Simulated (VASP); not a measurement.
# LiIn3 (I4/mmm) in VASP: notebook

The runs below take LiIn3 through single point, with LDA.

All numbers are computed with VASP 6.6.1; they aren't measurements. Logs are shortened: lines on timing, memory, paths and dates and some standing lists are left out, and cuts for length are marked.

## Step 1: The cell of the first run

It takes space group I4/mmm (No. 139, tetragonal). The conventional cell has a = 4.476 Å, b = 4.476 Å, c = 9.186 Å, α = 90.00°, β = 90.00°, γ = 90.00°. Within 4.2 Å of Li (site symmetry 4/mmm) lie 12 In at 3.17 to 3.21 Å. Within 4.2 Å of In (site symmetry -4m2) lie 8 In at 3.17 to 3.21 Å and 4 Li at 3.21 Å. In (site symmetry 4/mmm) has 4 Li at 3.17 Å and 8 In at 3.21 Å within 4.2 Å.

## Step 2: Single point, LDA

INCAR

```
PREC     = Accurate       # precision mode
ENCUT    = 520            # plane-wave cutoff, eV
EDIFF    = 1E-6           # SCF threshold, eV
ISMEAR   = -1             # smearing method
SIGMA    = 0.1            # smearing width, eV
LREAL    = False          # projectors in reciprocal space
LASPH    = True           # aspherical terms in the spheres
NELM     = 60             # most SCF steps
ALGO     = Normal         # electronic algorithm
ISIF     = 2              # what is computed and relaxed
LWAVE    = False          # write WAVECAR
LCHARG   = True           # write CHGCAR
GGA      = CA             # functional
LELF     = True           # ELF
LVHAR    = True         
NBANDS   = 29             # bands
```

KPOINTS

```
Automatic mesh
0
Gamma
  7 7 7
```

POSCAR

```
LiIn3
1.0
   -2.2380160000      2.2380160000      4.5929780000
    2.2380160000     -2.2380160000      4.5929780000
    2.2380160000      2.2380160000     -4.5929780000
Li In
1 3
Direct
    0.0000000000      0.0000000000      0.0000000000
    0.7500000000      0.2500000000      0.5000000000
    0.2500000000      0.7500000000      0.5000000000
    0.5000000000      0.5000000000      0.0000000000
```

Potentials or basis: VASP PAW LDA potentials, release 64 (Li_sv, In_d).

Started as:

```
$ cat potpaw_LDA.64/Li_sv/POTCAR potpaw_LDA.64/In_d/POTCAR > POTCAR
$ mpirun -np 1 vasp_std > vasp.out
```

OUTCAR:

```text
PREC = Accurate
   ENCUT = 520
   EDIFF = 1E-6
   ISMEAR = -1
   LREAL = False
   LASPH = True
   NELM = 60
   ISIF = 2
   GGA = CA

 ion  position               nearest neighbor table
   1  0.000  0.000  0.000-   4 3.17   4 3.17   4 3.17   4 3.17   3 3.21   2 3.21   3 3.21   3 3.21
                             2 3.21   2 3.21   3 3.21   2 3.21
   2  0.750  0.250  0.500-   3 3.17   3 3.17   3 3.17   3 3.17   4 3.21   1 3.21   4 3.21   1 3.21
                             4 3.21   4 3.21   1 3.21   1 3.21
   3  0.250  0.750  0.500-   2 3.17   2 3.17   2 3.17   2 3.17   4 3.21   1 3.21   4 3.21   4 3.21
                             1 3.21   1 3.21   4 3.21   1 3.21
   4  0.500  0.500  0.000-   1 3.17   1 3.17   1 3.17   1 3.17   3 3.21   2 3.21   3 3.21   2 3.21
                             3 3.21   3 3.21   2 3.21   2 3.21

  LATTYP: Found a body centered tetragonal cell.
 ALAT       =     4.4760320000
 C/A-ratio  =     2.0522543181

  Lattice vectors:

 A1 = (  -2.2380160000,   2.2380160000,   4.5929780000)
 A2 = (   2.2380160000,  -2.2380160000,   4.5929780000)
 A3 = (   2.2380160000,   2.2380160000,  -4.5929780000)

Analysis of symmetry for initial positions (statically):
=====================================================================
 Subroutine PRICEL returns:
 Original cell was already a primitive cell.

 Routine SETGRP: Setting up the symmetry group for a
 body centered tetragonal supercell.

 Subroutine GETGRP returns: Found 16 space group operations
 (whereof 16 operations were pure point group operations)
 out of a pool of 16 trial point group operations.

The static configuration has the point symmetry D_4h.

Analysis of symmetry for dynamics (positions and initial velocities):
=====================================================================
 Subroutine PRICEL returns:
 Original cell was already a primitive cell.

 Routine SETGRP: Setting up the symmetry group for a
 body centered tetragonal supercell.

 Subroutine GETGRP returns: Found 16 space group operations
 (whereof 16 operations were pure point group operations)
 out of a pool of 16 trial point group operations.

The dynamic configuration has the point symmetry D_4h.

 Subroutine INISYM returns: Found 16 space group operations
 (whereof 16 operations are pure point group operations),
 and found     1 'primitive' translations

[... 97 lines left out ...]
   NELM   =     60;   NELMIN=  2; NELMDL= -5     # of ELM steps
   EDIFF  = 0.1E-05   stopping-criterion for ELM
   LREAL  =      F    real-space projection
   EDIFFG = 0.1E-04   stopping-criterion for IOM
   NSW    =      0    number of steps for IOM
   IBRION =     -1    ionic relax: 0-MD 1-quasi-New 2-CG
   NFREE  =      0    steps in history (QN), initial steepest desc. (CG)
   ISIF   =      2    stress and relaxation
   ISYM   =      2    0-nonsym 1-usesym 2-fastsym
   POTIM  = 0.5000    time-step for ionic-motion
   TEBEG  =    0.0;   TEEND  =   0.0 temperature during run
   PSTRESS=    0.0 pullay stress
   NELECT =      42.0000    total number of electrons
   NUPDOWN=      -1.0000    fix difference up-down
   EMIN   =  10.00;   EMAX   =-10.00  energy-range for DOS
   EFERMI =   0.00;   METHOD = LEGACY
   ISMEAR =    -1;   SIGMA  =   0.10  broadening in eV -4-tet -1-fermi 0-gaus
   EFERMI_NEDOS =   21; number of points for ismear=-14 and -15
   IALGO  =     38    algorithm
   IMIX   =      4    mixing-type and parameters
     AMIX     =   0.40;   BMIX     =  1.00
     AMIX_MAG =   1.60;   BMIX_MAG =  1.00
  volume/ion in A,a.u.               =      23.00       155.24
  Fermi-wavevector in a.u.,A,eV,Ry     =   1.260466  2.381935 21.616578  1.588774
  Thomas-Fermi vector in A             =   2.393974
   LORBIT       =      0    0 simple, 1 ext, 2 COOP (PROOUT), +10 PAW based schemes
   GGA     = CA    functional components
   LHFCALC =     F    Hartree Fock is set to
   AEXX    =    0.0000 exact exchange contribution
   IVDW    =     0    specifies the selected vdW correction
   LEPSILON=     F    determine dielectric tensor
   LRPA    =     F    only Hartree local field effects (RPA)
 non-spin polarized calculation
  energy-cutoff  :      520.00
  volume of cell :       92.02
 maximum number of plane-waves:      2509
 NGX is ok and might be reduce to    42
   NGX = 21   NGY = 21   NGZ = 21

 number of electron      41.9999988 magnetization

 Free energy of the ion-electron system (eV)
  ---------------------------------------------------
  ext. energy  EPLUGINS =         0.00000000
  ---------------------------------------------------
  free energy    TOTEN  =       -12.41357855 eV

  energy without entropy =      -12.35717768  energy(sigma->0) =      -12.38537812

 E-fermi :   6.5819     XC(G=0): -10.1477

 val. band max:        6.5664298614   @ k =   0.0000   0.0000   0.0000
 cond. band min:       6.5943065421   @ k =  -0.2857   0.2857   0.2857
 fundamental gap:      0.0278766807
 Fermi energy:         6.5819181178

 k-point     1 :       0.0000    0.0000    0.0000
  band No.  band energies     occupation
      1     -39.4717      2.00000
      2      -8.2942      2.00000
      3      -8.1458      2.00000
      4      -8.1283      2.00000
      5      -8.0324      2.00000
      6      -8.0324      2.00000
[... 757 lines left out ...]
     28      14.4509      0.00000
     29      14.4593      0.00000

 [... further k-points ...]

------------------------ aborting loop because EDIFF is reached ----------------------------------------

  FORCE on cell =-STRESS in cart. coord.  units (eV):
  Direction    XX          YY          ZZ          XY          YZ          ZX
  --------------------------------------------------------------------------------------
  -------------------------------------------------------------------------------------
  Total       -1.4878244     -1.4878244     -1.2220129      0.0000000     -0.0000000      0.0000000
  in kB      -25.9048769    -25.9048769    -21.2767675      0.0000000     -0.0000000      0.0000000
  external PRESSURE =     -24.3621737 kB  Pullay stress =       0.0000000 kB

 VOLUME and BASIS-vectors are now :
 -----------------------------------------------------------------------------
  energy-cutoff  :      520.00
  volume of cell :       92.02
      direct lattice vectors                 reciprocal lattice vectors
    -2.238016000  2.238016000  4.592978000     0.000000000  0.223412165  0.108861832
     2.238016000 -2.238016000  4.592978000     0.223412165  0.000000000  0.108861832
     2.238016000  2.238016000 -4.592978000     0.223412165  0.223412165  0.000000000

 POSITION                                       TOTAL-FORCE (eV/Angst)
 -----------------------------------------------------------------------------------
      0.00000      0.00000      0.00000        -0.000000      0.000000     -0.000000
      0.00000      2.23802      2.29649        -0.000000     -0.000000      0.000000
      2.23802      0.00000      2.29649         0.000000     -0.000000      0.000000
      0.00000      0.00000      4.59298        -0.000000      0.000000     -0.000000
 -----------------------------------------------------------------------------------
    total drift:                               -0.000000      0.000000      0.000000

  FREE ENERGIE OF THE ION-ELECTRON SYSTEM (eV)
  ---------------------------------------------------
  free  energy   TOTEN  =       -12.4135785514 eV

  energy  without entropy=      -12.3571776810  energy(sigma->0) =      -12.38537812
```

OSZICAR:

```text
N       E                     dE             d eps       ncg     rms          rms(c)
DAV:   1     0.376915406368E+03    0.37692E+03   -0.19703E+04  2320   0.194E+03
DAV:   2     0.227161108928E+02   -0.35420E+03   -0.34767E+03  2320   0.436E+02
DAV:   3    -0.108248350868E+02   -0.33541E+02   -0.33110E+02  2797   0.157E+02
DAV:   4    -0.125297165520E+02   -0.17049E+01   -0.16956E+01  3820   0.350E+01
DAV:   5    -0.125913436889E+02   -0.61627E-01   -0.61589E-01  3504   0.505E+00    0.521E+00
DAV:   6    -0.124462363101E+02    0.14511E+00   -0.27435E-01  3091   0.714E+00    0.237E+00
DAV:   7    -0.124167907998E+02    0.29446E-01   -0.76739E-02  3073   0.318E+00    0.510E-01
DAV:   8    -0.124136046532E+02    0.31861E-02   -0.64602E-03  3290   0.132E+00    0.943E-02
DAV:   9    -0.124135839648E+02    0.20688E-04   -0.65128E-04  3537   0.434E-01    0.617E-02
DAV:  10    -0.124135790160E+02    0.49488E-05   -0.10021E-04  3534   0.143E-01    0.107E-02
DAV:  11    -0.124135784655E+02    0.55046E-06   -0.17615E-05  3200   0.921E-02    0.331E-03
DAV:  12    -0.124135785514E+02   -0.85854E-07   -0.21222E-06  1836   0.210E-02
   1 F= -.12413579E+02 E0= -.12385378E+02  d E =-.564009E-01
```

stdout:

```text
POSCAR found type information on POSCAR LiIn
 POSCAR found :  2 types and       4 ions
 scaLAPACK will be used
 LDA part: xc-table for (Slater(with rela. corr.)+CA(PZ))
 , standard interpolation
 POSCAR, INCAR and KPOINTS ok, starting setup
 FFT: planning ... GRIDC
 FFT: planning ... GRID_SOFT
 FFT: planning ... GRID
 WAVECAR not read
 entering main loop
```

Wall time 2.6 min (1 thread of Intel Xeon Platinum 8259CL at 2.50GHz (Skylake/Cascade Lake), shared host); peak memory 0.25 GiB.

What came out:

| Property | Result |
| --- | --- |
| Free energy | -12.4136 eV |
| Band gap on the k mesh | zero (band 21 reaches 8.40 eV, above the bottom of band 22 at 5.37 eV) |

Caveat: the cutoff is under 1.25 times the usual one of these potentials, so pressure, stress and relaxed cells hold a basis-set (Pulay) error; spin-orbit coupling is left out, which moves the levels of the heavy elements.

## Step 3: Single point, LDA

INCAR

```
PREC = Accurate ; ENCUT = 520
EDIFF = 1E-6 ; ISMEAR = -1
SIGMA = 0.1 ; LREAL = False
LASPH = True ; NELM = 100
ALGO = Normal ; ISIF = 2
LWAVE = False ; LCHARG = True
LELF = True ; LVHAR = True
NBANDS = 29
```

KPOINTS is that of step 2.

POSCAR is that of step 2.

Potentials or basis: VASP PAW LDA potentials, release 64 (Li_sv, In_d).

Started as:

```
$ cat potpaw_LDA.64/Li_sv/POTCAR potpaw_LDA.64/In_d/POTCAR > POTCAR
$ mpirun -np 1 vasp_std > vasp.out
```

Run time: 2.9 min. Hardware: 1 thread of Intel Xeon Platinum 8259CL at 2.50GHz (Skylake/Cascade Lake), shared host; peak memory 0.25 GiB.

It converged, with:

* Free energy: -12.4136 eV
* Band gap on the k mesh: zero (band 21 reaches 8.40 eV, above the bottom of band 22 at 5.37 eV)

Levels at points of the mesh, in eV from the Fermi level:
| k point | band 18 | band 19 | band 20 | band 21 | band 22 | band 23 | band 24 | band 25 |
| --- | --- | --- | --- | --- | --- | --- | --- | --- |
| (0.00, 0.00, 0.00) | -1.97 | -1.72 | -0.84 | -0.02 | -0.02 | 1.15 | 1.15 | 1.93 |

Caveat: the cutoff is under 1.25 times the usual one of these potentials, so pressure, stress and relaxed cells hold a basis-set (Pulay) error; spin-orbit coupling is left out, which moves the levels of the heavy elements.
